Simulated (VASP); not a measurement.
Runs of VASP 6.6.1 on Fe. The structure is that of space group Im-3m (No. 229), or close to it. The cells are those of the table. 

```tsv
task	level	U	cell	gap on the mesh (eV)	pressure (GPa)	moment (μB)
vibrations by perturbation theory	PBEsol	-	a = 2.401 Å, angles 109.5°, 1 atom	-	-	(a)
single point	PBEsol	-	a = 2.413 Å, angles 109.5°, 1 atom	none	-0.2	2.10
vibrations by perturbation theory	PBEsol	-	a = 2.413 Å, angles 109.5°, 1 atom	-	-	2.10
single point	PBEsol+U	Fe d U = 2.0 eV	a = 2.470 Å, angles 109.5°, 1 atom	none	-0.7	2.67
```

Alike in all rows: potentials or basis VASP PAW PBE potentials, release 64 (Fe); spin collinear, ferromagnetic start; k mesh 24 × 24 × 24; cutoff (eV) 520; smearing fermi-dirac 0.08 eV.

Question: Estimate the missing entries.

Answer: (a) 2.07.

Caveats: the PAW data sets were made with another functional, which shifts forces and pressure a little; the cell stands under pressure or tension, which shifts response properties (at least some runs); the U is typed as a test and isn't derived for this compound (at least some runs).

A gap of «none» marks levels without a gap at the run's occupations.
